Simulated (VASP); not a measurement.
# W (P6/mmm) in VASP: further runs

W is run at these levels: r2SCAN; tasks: single point.

All numbers are computed with VASP 6.6.1; they aren't measurements. Logs are shortened: lines on timing, memory, paths and dates and some standing lists are left out, and cuts for length are marked.

### Step 1. The cell of the first run

Symmetry: P6/mmm, No. 191, hexagonal system. Conventional cell: a = 4.666 Å, b = 4.666 Å, c = 2.592 Å, α = 90.00°, β = 90.00°, γ = 120.00°. Within 3.4 Å of W (site symmetry 6/mmm) lie 14 W at 2.59 to 2.99 Å. W (site symmetry -6m2) has 11 W at 2.59 to 2.99 Å within 3.4 Å.

### Step 2. Single point, r2SCAN

POSCAR

```
W
1.0
    4.6659217972      0.0000000000      0.0000000000
   -2.3329608986      4.0408068085      0.0000000000
    0.0000000000      0.0000000000      2.5919258591
W
3
Direct
    0.0000000000      1.0000000000      0.0000000000
    0.3333333333      0.6666666667      0.5000000000
    0.6666666667      0.3333333333      0.5000000000
```

INCAR.step1

```
PREC     = Accurate       # precision mode
ENCUT    = 520            # plane-wave cutoff, eV
ISMEAR   = -1             # smearing method
SIGMA    = 0.1            # smearing width, eV
LREAL    = F              # projectors in reciprocal space
LASPH    = T              # aspherical terms in the spheres
NELM     = 100            # most SCF steps
NBANDS   = 28             # bands
GGA      = PE             # functional
ALGO     = Normal         # electronic algorithm
EDIFF    = 1E-4           # SCF threshold, eV
LWAVE    = T              # write WAVECAR
LCHARG   = F              # write CHGCAR
```

INCAR.step2

```
PREC     = Accurate       # precision mode
ENCUT    = 520            # plane-wave cutoff, eV
EDIFF    = 1E-7           # SCF threshold, eV
ISMEAR   = -1             # smearing method
SIGMA    = 0.1            # smearing width, eV
LREAL    = F              # projectors in reciprocal space
LASPH    = T              # aspherical terms in the spheres
NELM     = 100            # most SCF steps
ALGO     = Normal         # electronic algorithm
ISIF     = 2              # what is computed and relaxed
LWAVE    = F              # write WAVECAR
LCHARG   = T              # write CHGCAR
METAGGA  = R2SCAN         # meta-GGA
LMIXTAU  = T            
LELF     = T              # ELF
LVHAR    = T            
NBANDS   = 28             # bands
ISTART   = 1
```

KPOINTS

```
regular mesh
0
Gamma
  8 8 11
```

Potentials or basis: VASP PAW PBE potentials, release 64 (W_sv).

Run with:

```
cat potpaw_PBE.64/W_sv/POTCAR > POTCAR
cp INCAR.step1 INCAR
mpirun -np 1 vasp_std > vasp.out
cp INCAR.step2 INCAR
mpirun -np 1 vasp_std > vasp.out
```

OUTCAR:

```text
PREC = Accurate
   ENCUT = 520
   EDIFF = 1E-7
   ISMEAR = -1
   LREAL = F
   LASPH = T
   NELM = 100
   ISIF = 2
   METAGGA = R2SCAN
   ISTART = 1

 ion  position               nearest neighbor table
   1  0.000  0.000  0.000-   2 2.99   3 2.99   2 2.99   3 2.99   3 2.99   3 2.99   2 2.99   2 2.99
                             3 2.99   3 2.99   2 2.99   2 2.99
   2  0.333  0.667  0.500-   3 2.69   3 2.69   3 2.69   1 2.99   1 2.99   1 2.99   1 2.99   1 2.99
                             1 2.99
   3  0.667  0.333  0.500-   2 2.69   2 2.69   2 2.69   1 2.99   1 2.99   1 2.99   1 2.99   1 2.99
                             1 2.99

  LATTYP: Found a hexagonal cell.
 ALAT       =     4.6659217972
 C/A-ratio  =     0.5555013504

  Lattice vectors:

 A1 = (   4.6659217972,   0.0000000000,   0.0000000000)
 A2 = (  -2.3329608986,   4.0408068085,   0.0000000000)
 A3 = (   0.0000000000,   0.0000000000,   2.5919258591)

Analysis of symmetry for initial positions (statically):
=====================================================================
 Subroutine PRICEL returns:
 Original cell was already a primitive cell.

 Routine SETGRP: Setting up the symmetry group for a
 hexagonal supercell.

 Subroutine GETGRP returns: Found 24 space group operations
 (whereof 24 operations were pure point group operations)
 out of a pool of 24 trial point group operations.

The static configuration has the point symmetry D_6h.

Analysis of symmetry for dynamics (positions and initial velocities):
=====================================================================
 Subroutine PRICEL returns:
 Original cell was already a primitive cell.

 Routine SETGRP: Setting up the symmetry group for a
 hexagonal supercell.

 Subroutine GETGRP returns: Found 24 space group operations
 (whereof 24 operations were pure point group operations)
 out of a pool of 24 trial point group operations.

The dynamic configuration has the point symmetry D_6h.

 Subroutine INISYM returns: Found 24 space group operations
 (whereof 24 operations are pure point group operations),
 and found     1 'primitive' translations

----------------------------------------------------------------------------------------

                                     Primitive cell

  volume of cell :      48.8684

  direct lattice vectors                    reciprocal lattice vectors
     4.665921797  0.000000000  0.000000000     0.214319923  0.123737665  0.000000000
    -2.332960899  4.040806809  0.000000000     0.000000000  0.247475330  0.000000000
     0.000000000  0.000000000  2.591925859     0.000000000  0.000000000  0.385813505

  length of vectors
     4.665921797  4.665921797  2.591925859     0.247475330  0.247475330  0.385813505

  position of ions in fractional coordinates (direct lattice)
     0.000000000  0.000000000  0.000000000
     0.333333333  0.666666667  0.500000000
     0.666666667  0.333333333  0.500000000

  ion indices of the primitive-cell ions
   primitive index   ion index
                 1           1
                 2           2
                 3           3

----------------------------------------------------------------------------------------

 KPOINTS: regular mesh

Automatic generation of k-mesh.
 Grid dimensions read from file:
 generate k-points for:    8    8   11

 Generating k-lattice:

  Cartesian coordinates                     Fractional coordinates (reciprocal lattice)
     0.026789990  0.015467208  0.000000000     0.125000000  0.000000000  0.000000000
     0.000000000  0.030934416  0.000000000     0.000000000  0.125000000  0.000000000
     0.000000000  0.000000000  0.035073955     0.000000000  0.000000000  0.090909091

  Length of vectors
     0.030934416  0.030934416  0.035073955

  Shift w.r.t. Gamma in fractional coordinates (k-lattice)
     0.000000000  0.000000000  0.000000000

 Subroutine IBZKPT returns following result:
 ===========================================

 Found     60 irreducible k-points:

 Following reciprocal coordinates:
            Coordinates               Weight
  0.000000  0.000000  0.000000      1.000000
  0.125000  0.000000  0.000000      6.000000
  0.250000  0.000000  0.000000      6.000000
  0.375000  0.000000  0.000000      6.000000
  0.500000  0.000000  0.000000      3.000000
  0.125000  0.125000  0.000000      6.000000
[... 16 lines left out ...]
  0.250000  0.000000  0.181818     12.000000
  0.375000  0.000000  0.181818     12.000000
 [... further k-points ...]
   k-points           NKPTS =     60   k-points in BZ     NKDIM =     60   number of bands    NBANDS=     28
   number of dos      NEDOS =    301   number of ions     NIONS =      3
   total plane-waves  NPLWV =  25920
   dimension x,y,z NGX =    36 NGY =   36 NGZ =   20
   dimension x,y,z NGXF=    72 NGYF=   72 NGZF=   40
   ions per type =               3
   NGX,Y,Z   is equivalent  to a cutoff of  12.83, 12.83, 12.83 a.u.
   NGXF,Y,Z  is equivalent  to a cutoff of  25.65, 25.65, 25.66 a.u.
 SYSTEM =  unknown system
   PREC   = accura    normal or accurate (medium, high low for compatibility)
   ISTART =      1    job   : 0-new  1-cont  2-samecut
   ICHARG =      0    charge: 1-file 2-atom 10-const
   ISPIN  =      1    spin polarized calculation?
   LNONCOLLINEAR =      F non collinear calculations
   LSORBIT =      F    spin-orbit coupling
   LASPH  =      T    aspherical Exc in radial PAW
   ENCUT  =  520.0 eV  38.22 Ry    6.18 a.u.   8.68  8.68  4.82*2*pi/ulx,y,z
   NELM   =    100;   NELMIN=  2; NELMDL=  0     # of ELM steps
   EDIFF  = 0.1E-06   stopping-criterion for ELM
   LREAL  =      F    real-space projection
   EDIFFG = 0.1E-05   stopping-criterion for IOM
   NSW    =      0    number of steps for IOM
   IBRION =     -1    ionic relax: 0-MD 1-quasi-New 2-CG
   NFREE  =      0    steps in history (QN), initial steepest desc. (CG)
   ISIF   =      2    stress and relaxation
   ISYM   =      2    0-nonsym 1-usesym 2-fastsym
   POTIM  = 0.5000    time-step for ionic-motion
   TEBEG  =    0.0;   TEEND  =   0.0 temperature during run
   PSTRESS=    0.0 pullay stress
   NELECT =      42.0000    total number of electrons
   NUPDOWN=      -1.0000    fix difference up-down
   EMIN   =  10.00;   EMAX   =-10.00  energy-range for DOS
   EFERMI =   0.00;   METHOD = LEGACY
   ISMEAR =    -1;   SIGMA  =   0.10  broadening in eV -4-tet -1-fermi 0-gaus
   EFERMI_NEDOS =   21; number of points for ismear=-14 and -15
   IALGO  =     38    algorithm
   IMIX   =      4    mixing-type and parameters
     AMIX     =   0.40;   BMIX     =  1.00
     AMIX_MAG =   1.60;   BMIX_MAG =  1.00
  volume/ion in A,a.u.               =      16.29       109.93
  Fermi-wavevector in a.u.,A,eV,Ry     =   1.556498  2.941355 32.962643  2.422686
  Thomas-Fermi vector in A             =   2.660285
   LORBIT       =      0    0 simple, 1 ext, 2 COOP (PROOUT), +10 PAW based schemes
   METAGGA = R2SCAN    functional components
   LHFCALC =     F    Hartree Fock is set to
   AEXX    =    0.0000 exact exchange contribution
   IVDW    =     0    specifies the selected vdW correction
   LEPSILON=     F    determine dielectric tensor
   LRPA    =     F    only Hartree local field effects (RPA)
 non-spin polarized calculation
  energy-cutoff  :      520.00
  volume of cell :       48.87
 maximum number of plane-waves:      1330
 NGX is ok and might be reduce to    36
   NGX = 17   NGY = 17   NGZ =  9

 number of electron      42.0000006 magnetization

 Free energy of the ion-electron system (eV)
  ---------------------------------------------------
  ext. energy  EPLUGINS =         0.00000000
  ---------------------------------------------------
  free energy    TOTEN  =      -152.28402103 eV

  energy without entropy =     -152.15778512  energy(sigma->0) =     -152.22090308

 E-fermi :  10.6986     XC(G=0): -14.7506

 val. band max:       10.6935606140   @ k =   0.2500   0.0000   0.4545
 cond. band min:      10.7125033103   @ k =   0.1250   0.1250   0.2727
 fundamental gap:      0.0189426962
 Fermi energy:        10.6986293590

 k-point     1 :       0.0000    0.0000    0.0000
  band No.  band energies     occupation
      1     -65.2213      2.00000
      2     -65.0660      2.00000
      3     -64.9574      2.00000
      4     -29.0035      2.00000
      5     -29.0035      2.00000
      6     -28.9145      2.00000
[... 20 lines left out ...]
     27      16.4285      0.00000
     28      16.4285      0.00000

 k-point     2 :       0.1250    0.0000    0.0000
  band No.  band energies     occupation
      1     -65.2191      2.00000
      2     -65.0640      2.00000
      3     -64.9616      2.00000
      4     -29.0996      2.00000
      5     -29.0705      2.00000
      6     -28.8083      2.00000
[... 20 lines left out ...]
     27      16.0609      0.00000
     28      16.3736      0.00000

 k-point     3 :       0.2500    0.0000    0.0000
  band No.  band energies     occupation
      1     -65.2141      2.00000
      2     -65.0577      2.00000
      3     -64.9733      2.00000
      4     -29.2044      2.00000
      5     -29.0834      2.00000
      6     -28.6755      2.00000
[... 20 lines left out ...]
     27      15.1998      0.00000
     28      16.2046      0.00000

 k-point     4 :       0.3750    0.0000    0.0000
  band No.  band energies     occupation
      1     -65.2093      2.00000
      2     -65.0473      2.00000
      3     -64.9887      2.00000
      4     -29.2736      2.00000
      5     -29.0004      2.00000
      6     -28.6512      2.00000
[... 578 lines left out ...]
     27      14.8867      0.00000
     28      15.2682      0.00000

 k-point    23 :       0.2500    0.0000    0.1818
  band No.  band energies     occupation
      1     -65.1746      2.00000
      2     -65.0220      2.00000
      3     -64.9362      2.00000
      4     -29.1097      2.00000
      5     -29.0075      2.00000
      6     -28.6397      2.00000
[... 20 lines left out ...]
     27      14.0448      0.00000
     28      15.2671      0.00000

 k-point    24 :       0.3750    0.0000    0.1818
  band No.  band energies     occupation
      1     -65.1711      2.00000
      2     -65.0103      2.00000
      3     -64.9516      2.00000
      4     -29.1712      2.00000
      5     -28.9460      2.00000
      6     -28.6779      2.00000
[... 20 lines left out ...]
     27      14.1487      0.00000
     28      15.5969      0.00000

 [... further k-points ...]

------------------------ aborting loop because EDIFF is reached ----------------------------------------

  FORCE on cell =-STRESS in cart. coord.  units (eV):
  Direction    XX          YY          ZZ          XY          YZ          ZX
  --------------------------------------------------------------------------------------
  -------------------------------------------------------------------------------------
  Total        0.3466492      0.3466492      0.5034594      0.0000000     -0.0000000      0.0000000
  in kB       11.3650859     11.3650859     16.5061931      0.0000000     -0.0000000      0.0000000
  external PRESSURE =      13.0787883 kB  Pullay stress =       0.0000000 kB

 VOLUME and BASIS-vectors are now :
 -----------------------------------------------------------------------------
  energy-cutoff  :      520.00
  volume of cell :       48.87
      direct lattice vectors                 reciprocal lattice vectors
     4.665921797  0.000000000  0.000000000     0.214319923  0.123737665  0.000000000
    -2.332960899  4.040806809  0.000000000     0.000000000  0.247475330  0.000000000
     0.000000000  0.000000000  2.591925859     0.000000000  0.000000000  0.385813505

 POSITION                                       TOTAL-FORCE (eV/Angst)
 -----------------------------------------------------------------------------------
      0.00000      0.00000      0.00000         0.000000      0.000000     -0.000000
     -0.00000      2.69387      1.29596         0.000000     -0.000000      0.000000
      2.33296      1.34694      1.29596        -0.000000      0.000000     -0.000000
 -----------------------------------------------------------------------------------
    total drift:                                0.000000      0.000000     -0.000000

  FREE ENERGIE OF THE ION-ELECTRON SYSTEM (eV)
  ---------------------------------------------------
  free  energy   TOTEN  =      -152.2840210303 eV

  energy  without entropy=     -152.1577851209  energy(sigma->0) =     -152.22090308
```

Run time: 92 s. Hardware: 1 thread of Intel Xeon 6975P-C (Granite Rapids), shared host; peak memory 0.2 GiB.

What came out:

* Free energy: -152.2840 eV
* Pressure: 1.3 GPa
* Band gap on the k mesh: zero (band 21 reaches 11.10 eV, above the bottom of band 22 at 10.42 eV)

Stress tensor (GPa, compression positive):
```
1.14 0.00 0.00
0.00 1.14 0.00
0.00 0.00 1.65
```

Levels at points of the mesh, in eV from the Fermi level:
| k point | band 18 | band 19 | band 20 | band 21 | band 22 | band 23 | band 24 | band 25 |
| --- | --- | --- | --- | --- | --- | --- | --- | --- |
| (0.00, 0.00, 0.00) | -2.69 | -2.69 | -2.49 | -0.28 | -0.28 | 2.43 | 2.43 | 2.48 |
| (0.50, 0.00, 0.00) | -2.96 | -2.36 | -2.34 | 0.15 | 1.22 | 2.55 | 2.67 | 2.73 |

Caveat: the PAW data sets were made with another functional, which shifts forces and pressure a little; spin-orbit coupling is left out, which moves the levels of the heavy elements.

[end of part 1 of 2]
